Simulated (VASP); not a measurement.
# Ru (P6_3/mmc) in VASP: a series of runs

Runs on Ru. Level: r2SCAN. Tasks: single point.

All numbers are computed with VASP 6.6.1; they aren't measurements. Logs are shortened: lines on timing, memory, paths and dates and some standing lists are left out, and cuts for length are marked.

**1. The cell of the first run**

Symmetry: P6_3/mmc, No. 194, hexagonal system. Conventional cell: a = 2.319 Å, b = 2.319 Å, c = 3.708 Å, α = 90.00°, β = 90.00°, γ = 120.00°. Within 3.0 Å of Ru (site symmetry -6m2) lie 12 Ru at 2.29 to 2.32 Å.

**2. Single point, r2SCAN (8.64 Å³/atom)**

POSCAR reads:

```
Ru
1.0
    2.3193245249      0.0000000000      0.0000000000
   -1.1596622625      2.0085939582      0.0000000000
    0.0000000000      0.0000000000      3.7076827870
Ru
2
Direct
    0.3333333333      0.6666666667      0.2500000000
    0.6666666667      0.3333333333      0.7500000000
```

INCAR.step1 reads:

```
PREC = Accurate
ENCUT = 550
ISMEAR = -1
SIGMA = 0.08
LREAL = F
LASPH = T
NELM = 120
NBANDS = 21
GGA = PE
ALGO = Normal
EDIFF = 1E-5
LWAVE = T
LCHARG = F
GGA_COMPAT = F
```

INCAR.step2 reads:

```
PREC = Accurate
ENCUT = 550
EDIFF = 1E-6
ISMEAR = -1
SIGMA = 0.08
LREAL = F
LASPH = T
NELM = 120
ALGO = Normal
ISIF = 2
LWAVE = F
LCHARG = F
METAGGA = R2SCAN
LMIXTAU = T
NBANDS = 21
ISTART = 1
GGA_COMPAT = F
```

KPOINTS reads:

```
regular mesh
0
Gamma
  16 16 9
```

Potentials or basis: VASP PAW PBE potentials, release 64 (Ru_pv).

Launch:

```
$ cat potpaw_PBE.64/Ru_pv/POTCAR > POTCAR
$ cp INCAR.step1 INCAR
$ mpirun -np 1 vasp_std > vasp.out
$ cp INCAR.step2 INCAR
$ mpirun -np 1 vasp_std > vasp.out
```

OUTCAR:

```text
PREC = Accurate
   ENCUT = 550
   EDIFF = 1E-6
   ISMEAR = -1
   LREAL = F
   LASPH = T
   NELM = 120
   ISIF = 2
   METAGGA = R2SCAN
   ISTART = 1

 ion  position               nearest neighbor table
   1  0.333  0.667  0.250-   2 2.29   2 2.29   2 2.29   2 2.29   2 2.29   2 2.29   2 3.26   2 3.26
                             2 3.26   2 3.26   2 3.26   2 3.26
   2  0.667  0.333  0.750-   1 2.29   1 2.29   1 2.29   1 2.29   1 2.29   1 2.29   1 3.26   1 3.26
                             1 3.26   1 3.26   1 3.26   1 3.26

  LATTYP: Found a hexagonal cell.
 ALAT       =     2.3193245249
 C/A-ratio  =     1.5986045709

  Lattice vectors:

 A1 = (   2.3193245249,   0.0000000000,   0.0000000000)
 A2 = (  -1.1596622625,   2.0085939582,   0.0000000000)
 A3 = (   0.0000000000,   0.0000000000,   3.7076827870)

Analysis of symmetry for initial positions (statically):
=====================================================================
 Subroutine PRICEL returns:
 Original cell was already a primitive cell.

 Routine SETGRP: Setting up the symmetry group for a
 hexagonal supercell.

 Subroutine GETGRP returns: Found 24 space group operations
 (whereof 12 operations were pure point group operations)
 out of a pool of 24 trial point group operations.

The static configuration has the point symmetry D_3d.
 The point group associated with its full space group is D_6h.

Analysis of symmetry for dynamics (positions and initial velocities):
=====================================================================
 Subroutine PRICEL returns:
 Original cell was already a primitive cell.

 Routine SETGRP: Setting up the symmetry group for a
 hexagonal supercell.

 Subroutine GETGRP returns: Found 24 space group operations
 (whereof 12 operations were pure point group operations)
 out of a pool of 24 trial point group operations.

The dynamic configuration has the point symmetry D_3d.
 The point group associated with its full space group is D_6h.

 Subroutine INISYM returns: Found 24 space group operations
 (whereof 12 operations are pure point group operations),
 and found     1 'primitive' translations

----------------------------------------------------------------------------------------

                                     Primitive cell

  volume of cell :      17.2725

  direct lattice vectors                    reciprocal lattice vectors
[... 77 lines left out ...]
 SYSTEM =  unknown system
   PREC   = accura    normal or accurate (medium, high low for compatibility)
   ISTART =      1    job   : 0-new  1-cont  2-samecut
   ICHARG =      0    charge: 1-file 2-atom 10-const
   ISPIN  =      1    spin polarized calculation?
   LNONCOLLINEAR =      F non collinear calculations
   LSORBIT =      F    spin-orbit coupling
   LASPH  =      T    aspherical Exc in radial PAW
   ENCUT  =  550.0 eV  40.42 Ry    6.36 a.u.   4.44  4.44  7.09*2*pi/ulx,y,z
   NELM   =    120;   NELMIN=  2; NELMDL=  0     # of ELM steps
   EDIFF  = 0.1E-05   stopping-criterion for ELM
   LREAL  =      F    real-space projection
   EDIFFG = 0.1E-04   stopping-criterion for IOM
   NSW    =      0    number of steps for IOM
   IBRION =     -1    ionic relax: 0-MD 1-quasi-New 2-CG
   NFREE  =      0    steps in history (QN), initial steepest desc. (CG)
   ISIF   =      2    stress and relaxation
   ISYM   =      2    0-nonsym 1-usesym 2-fastsym
   POTIM  = 0.5000    time-step for ionic-motion
   TEBEG  =    0.0;   TEEND  =   0.0 temperature during run
   PSTRESS=    0.0 pullay stress
   NELECT =      28.0000    total number of electrons
   NUPDOWN=      -1.0000    fix difference up-down
   EMIN   =  10.00;   EMAX   =-10.00  energy-range for DOS
   EFERMI =   0.00;   METHOD = LEGACY
   ISMEAR =    -1;   SIGMA  =   0.08  broadening in eV -4-tet -1-fermi 0-gaus
   EFERMI_NEDOS =   21; number of points for ismear=-14 and -15
   IALGO  =     38    algorithm
   IMIX   =      4    mixing-type and parameters
     AMIX     =   0.40;   BMIX     =  1.00
     AMIX_MAG =   1.60;   BMIX_MAG =  1.00
  volume/ion in A,a.u.               =       8.64        58.28
  Fermi-wavevector in a.u.,A,eV,Ry     =   1.923131  3.634190 50.320209  3.698431
  Thomas-Fermi vector in A             =   2.957047
   LORBIT       =      0    0 simple, 1 ext, 2 COOP (PROOUT), +10 PAW based schemes
   METAGGA = R2SCAN    functional components
   LHFCALC =     F    Hartree Fock is set to
   AEXX    =    0.0000 exact exchange contribution
   IVDW    =     0    specifies the selected vdW correction
   LEPSILON=     F    determine dielectric tensor
   LRPA    =     F    only Hartree local field effects (RPA)
 non-spin polarized calculation
  energy-cutoff  :      550.00
  volume of cell :       17.27
 maximum number of plane-waves:       537
 NGX is ok and might be reduce to    18
   NGX =  9   NGY =  9   NGZ = 15

 number of electron      27.9999983 magnetization

 Free energy of the ion-electron system (eV)
  ---------------------------------------------------
  ext. energy  EPLUGINS =         0.00000000
  ---------------------------------------------------
  free energy    TOTEN  =       -42.14536899 eV

  energy without entropy =      -42.12625722  energy(sigma->0) =      -42.13581311

 E-fermi :  23.1247     XC(G=0): -18.8347

 val. band max:       23.0888035856   @ k =   0.2500   0.0625   0.2222
 cond. band min:      23.1304246651   @ k =   0.3125   0.0000   0.2222
 fundamental gap:      0.0416210795
 Fermi energy:        23.1247011251

 k-point     1 :       0.0000    0.0000    0.0000
  band No.  band energies     occupation
      1     -25.4539      2.00000
      2     -21.5062      2.00000
      3     -21.5062      2.00000
      4     -20.8742      2.00000
      5     -20.8742      2.00000
      6     -20.7394      2.00000
[... 565 lines left out ...]
     20      39.5331      0.00000
     21      40.2922      0.00000

 [... further k-points ...]
[... 5 lines left out ...]
  --------------------------------------------------------------------------------------
  -------------------------------------------------------------------------------------
  Total       46.3133498     46.3133498     46.3737120     -0.0000000      0.0000000      0.0000000
  in kB     4295.9630102   4295.9630103   4301.5621315     -0.0000001      0.0000000      0.0000000
  external PRESSURE =    4297.8293840 kB  Pullay stress =       0.0000000 kB

 VOLUME and BASIS-vectors are now :
 -----------------------------------------------------------------------------
  energy-cutoff  :      550.00
  volume of cell :       17.27
      direct lattice vectors                 reciprocal lattice vectors
     2.319324525  0.000000000  0.000000000     0.431160016  0.248930351  0.000000000
    -1.159662262  2.008593958  0.000000000     0.000000000  0.497860703  0.000000000
     0.000000000  0.000000000  3.707682787     0.000000000  0.000000000  0.269710236

 POSITION                                       TOTAL-FORCE (eV/Angst)
 -----------------------------------------------------------------------------------
     -0.00000      1.33906      0.92692        -0.000000      0.000000      0.000000
      1.15966      0.66953      2.78076         0.000000     -0.000000      0.000000
 -----------------------------------------------------------------------------------
    total drift:                               -0.000000      0.000000     -0.000000

  FREE ENERGIE OF THE ION-ELECTRON SYSTEM (eV)
  ---------------------------------------------------
  free  energy   TOTEN  =       -42.1453689944 eV

  energy  without entropy=      -42.1262572178  energy(sigma->0) =      -42.13581311
```

It took 70 s on 1 thread of Intel Xeon 6975P-C (Granite Rapids), shared host; peak memory 0.16 GiB.

Results:

- Free energy: -42.1454 eV
- Pressure: 429.8 GPa
- Band gap on the k mesh: zero (bands 14 and 15 overlap by 6.74 eV)

Caveat: the cell stands under pressure; an empty level that is flat over the whole mesh can mark a ghost state of the potentials, or a narrow d or f band; the PAW data sets were made with another functional, which shifts forces and pressure a little.

**3. Single point, r2SCAN**

This run uses another cell than the first one, of 9.72 Å³/atom.

POSCAR reads:

```
Ru
1.0
    2.4151372778      0.0000000000      0.0000000000
   -1.2075686389      2.0915702362      0.0000000000
    0.0000000000      0.0000000000      3.8467546829
Ru
2
Direct
    0.3333333333      0.6666666667      0.2500000000
    0.6666666667      0.3333333333      0.7500000000
```

INCAR.step1 reads:

```
ALGO     = Normal         # electronic algorithm
EDIFF    = 1E-5           # SCF threshold, eV
ENCUT    = 550            # plane-wave cutoff, eV
GGA      = PE             # functional
GGA_COMPAT= F            
ISMEAR   = -1             # smearing method
LASPH    = T              # aspherical terms in the spheres
LCHARG   = F              # write CHGCAR
LREAL    = F              # projectors in reciprocal space
LWAVE    = T              # write WAVECAR
NBANDS   = 21             # bands
NELM     = 120            # most SCF steps
PREC     = Accurate       # precision mode
SIGMA    = 0.08           # smearing width, eV
```

INCAR.step2 reads:

```
ALGO     = Normal         # electronic algorithm
EDIFF    = 1E-6           # SCF threshold, eV
ENCUT    = 550            # plane-wave cutoff, eV
GGA_COMPAT= F            
ISIF     = 2              # what is computed and relaxed
ISMEAR   = -1             # smearing method
ISTART   = 1            
LASPH    = T              # aspherical terms in the spheres
LCHARG   = F              # write CHGCAR
LMIXTAU  = T            
LREAL    = F              # projectors in reciprocal space
LWAVE    = F              # write WAVECAR
METAGGA  = R2SCAN         # meta-GGA
NBANDS   = 21             # bands
NELM     = 120            # most SCF steps
PREC     = Accurate       # precision mode
SIGMA    = 0.08           # smearing width, eV
```

KPOINTS reads:

```
k-points
0
Gamma
  16 16 9
```

Potentials or basis: VASP PAW PBE potentials, release 64 (Ru_pv).

Launch:

```
$ cat potpaw_PBE.64/Ru_pv/POTCAR > POTCAR
$ cp INCAR.step1 INCAR
$ mpirun -np 1 vasp_std > vasp.out
$ cp INCAR.step2 INCAR
$ mpirun -np 1 vasp_std > vasp.out
```

Wall time 81 s (1 thread of Intel Xeon 6975P-C (Granite Rapids), shared host); peak memory 0.17 GiB.

Results (log left out):

```
Free energy            : -46.5782 eV
Pressure               : 243.8 GPa
Band gap on the k mesh : zero (bands 14 and 15 overlap by 5.63 eV)
```

Stress tensor (GPa, compression positive):
```
243.61   0.00   0.00
  0.00 243.61   0.00
  0.00   0.00 244.08
```

Levels at points of the mesh, in eV from the Fermi level:
| k point | band 10 | band 11 | band 12 | band 13 | band 14 | band 15 | band 16 | band 17 | band 18 | band 19 |
| --- | --- | --- | --- | --- | --- | --- | --- | --- | --- | --- |
| (0.00, 0.00, 0.00) | -4.61 | -4.37 | -3.42 | -3.42 | -2.44 | -2.44 | 1.81 | 1.81 | 2.19 | 8.49 |
| (0.50, 0.00, 0.00) | -5.22 | -3.39 | -2.50 | -2.24 | 2.50 | 3.23 | 3.27 | 6.72 | 8.49 | 8.49 |

Caveat: the cell stands under pressure; an empty level that is flat over the whole mesh can mark a ghost state of the potentials, or a narrow d or f band; the PAW data sets were made with another functional, which shifts forces and pressure a little.

**4. Single point, r2SCAN (9.72 Å³/atom)**

This run uses another cell than the first one, of 9.72 Å³/atom.

POSCAR is that of step 3.

INCAR.step1 reads:

```
SYSTEM = Ru
PREC = Accurate
ENCUT = 550
ISMEAR = -1
SIGMA = 0.08
LREAL = .False.
LASPH = .True.
NELM = 120
NBANDS = 21
GGA = PE
ALGO = Normal
EDIFF = 1E-5
LWAVE = .True.
LCHARG = .False.
GGA_COMPAT = .False.
```

INCAR.step2 reads:

```
SYSTEM = Ru
PREC = Accurate
ENCUT = 550
EDIFF = 1E-6
ISMEAR = -1
SIGMA = 0.08
LREAL = .False.
LASPH = .True.
NELM = 120
ALGO = Normal
ISIF = 2
LWAVE = .False.
LCHARG = .True.
METAGGA = R2SCAN
LMIXTAU = .True.
LELF = .True.
LVHAR = .True.
NBANDS = 21
ISTART = 1
GGA_COMPAT = .False.
```

KPOINTS reads:

```
regular mesh
0
Gamma
  16 16 9
  0 0 0
```

Launch:

```
$ cat potpaw_PBE.64/Ru_pv/POTCAR > POTCAR
$ cp INCAR.step1 INCAR
$ mpirun -np 1 vasp_std > vasp.out
$ cp INCAR.step2 INCAR
$ mpirun -np 1 vasp_std > vasp.out
```

Run time: 87 s. Hardware: 1 thread of Intel Xeon 6975P-C (Granite Rapids), shared host; peak memory 0.17 GiB.

It converged, with:

| Quantity | Value |
| --- | --- |
| Free energy | -46.5782 eV |
| Pressure | 243.8 GPa |
| Band gap on the k mesh | zero (bands 14 and 15 overlap by 5.63 eV) |

Stress tensor (GPa, compression positive):
```
243.61   0.00   0.00
  0.00 243.61   0.00
  0.00   0.00 244.08
```

Levels at points of the mesh, in eV from the Fermi level:
```tsv
k point	band 12	band 13	band 14	band 15	band 16	band 17
(0.00, 0.00, 0.00)	-3.42	-3.42	-2.44	-2.44	1.81	1.81
(0.50, 0.00, 0.00)	-2.50	-2.24	2.50	3.23	3.27	6.72
```

Caveat: the cell stands under pressure; an empty level that is flat over the whole mesh can mark a ghost state of the potentials, or a narrow d or f band; the PAW data sets were made with another functional, which shifts forces and pressure a little.

**5. Single point, r2SCAN**

This run uses another cell than the first one, of 10.80 Å³/atom.

POSCAR reads:

```
Ru
1.0
    2.5042048871      0.0000000000      0.0000000000
   -1.2521024435      2.1687050485      0.0000000000
    0.0000000000      0.0000000000      3.9755379805
Ru
2
Direct
    0.3333333333      0.6666666667      0.2500000000
    0.6666666667      0.3333333333      0.7500000000
```

INCAR.step1 reads:

```
SYSTEM = Ru
  PREC = Accurate
  ENCUT = 550
  ISMEAR = -1
  SIGMA = 0.08
  LREAL = .False.
  LASPH = .True.
  NELM = 120
  NBANDS = 21
  GGA = PE
  ALGO = Normal
  EDIFF = 1E-5
  LWAVE = .True.
  LCHARG = .False.
  GGA_COMPAT = .False.
```

INCAR.step2 reads:

```
SYSTEM = Ru
  PREC = Accurate
  ENCUT = 550
  EDIFF = 1E-6
  ISMEAR = -1
  SIGMA = 0.08
  LREAL = .False.
  LASPH = .True.
  NELM = 120
  ALGO = Normal
  ISIF = 2
  LWAVE = .False.
  LCHARG = .False.
  METAGGA = R2SCAN
  LMIXTAU = .True.
  NBANDS = 21
  ISTART = 1
  GGA_COMPAT = .False.
```

KPOINTS reads:

```
Automatic mesh
0
Gamma
  16 16 9
  0 0 0
```

Launch:

```
$ cat potpaw_PBE.64/Ru_pv/POTCAR > POTCAR
$ cp INCAR.step1 INCAR
$ mpirun -np 1 vasp_std > vasp.out
$ cp INCAR.step2 INCAR
$ mpirun -np 1 vasp_std > vasp.out
```

Run time: 93 s. Hardware: 1 thread of Intel Xeon 6975P-C (Granite Rapids), shared host; peak memory 0.18 GiB.

Results (log left out):

| Quantity | Value |
| --- | --- |
| Free energy | -49.0451 eV |
| Pressure | 131.1 GPa |
| Band gap on the k mesh | zero (bands 14 and 15 overlap by 4.77 eV) |

Stress tensor (GPa, compression positive):
```
131.04   0.00   0.00
  0.00 131.04   0.00
  0.00   0.00 131.35
```

Levels at points of the mesh, in eV from the Fermi level:
| k point | band 10 | band 11 | band 12 | band 13 | band 14 | band 15 | band 16 | band 17 | band 18 | band 19 |
| --- | --- | --- | --- | --- | --- | --- | --- | --- | --- | --- |
| (0.00, 0.00, 0.00) | -3.90 | -3.66 | -2.89 | -2.89 | -2.08 | -2.08 | 1.63 | 1.63 | 1.80 | 8.44 |
| (0.50, 0.00, 0.00) | -4.47 | -2.96 | -2.20 | -2.17 | 2.13 | 2.75 | 2.82 | 5.79 | 8.41 | 8.44 |

Caveat: the cell stands under pressure; an empty level that is flat over the whole mesh can mark a ghost state of the potentials, or a narrow d or f band; the PAW data sets were made with another functional, which shifts forces and pressure a little.

**6. Overview**

```tsv
cell	gap on the mesh (eV)	pressure (GPa)
a = 2.319, b = 2.319, c = 3.708 Å, angles 90.0, 90.0, 120.0°, 2 atoms	none	429.8
a = 2.415, b = 2.415, c = 3.847 Å, angles 90.0, 90.0, 120.0°, 2 atoms	none	243.8
a = 2.504, b = 2.504, c = 3.976 Å, angles 90.0, 90.0, 120.0°, 2 atoms	none	131.1
```

Alike in all rows: task single point; level r2SCAN; potentials or basis VASP PAW PBE potentials, release 64 (Ru_pv); no spin polarisation; k mesh 16 × 16 × 9; cutoff (eV) 550; smearing fermi-dirac 0.08 eV.

Caveats: the cell stands under pressure; an empty level that is flat over the whole mesh can mark a ghost state of the potentials, or a narrow d or f band; the PAW data sets were made with another functional, which shifts forces and pressure a little.

Absolute energies hang on the potentials; compare differences alone.
